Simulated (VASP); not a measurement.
Eu:

```xyz
1
Lattice="-2.2275 2.2275 2.2275 2.2275 -2.2275 2.2275 2.2275 2.2275 -2.2275" Properties=species:S:1:pos:R:3 pbc="T T T"
Eu    0.0000    0.0000    0.0000
```

Base run:

| Property | Result |
| --- | --- |
| Program | VASP 6.6.1 |
| Functional | r2SCAN |
| Potentials or basis | VASP PAW PBE potentials, release 64 (Eu) |
| Cutoff | 520 eV |
| k mesh | 10 × 10 × 10 |
| Occupations | methfessel-paxton, width 0.3 eV |
| Spin | collinear spin, ferromagnetic start |
| Starting moments | [7.31] μB |

Its results: pressure -0.7 GPa; net moment 7.90 μB per cell; site moments Eu +6.75 μB.

Task: The run is repeated on the same cell with these changes: k mesh from 10 × 10 × 10 to 14 × 14 × 14; occupations from methfessel-paxton, width 0.3 eV to fermi-dirac, width 0.05 eV. What comes out?

Result: Pressure -0.4 GPa; net moment 7.78 μB per cell; site moments Eu +6.71 μB.

Caveats: the PAW data sets were made with another functional, which shifts forces and pressure a little.
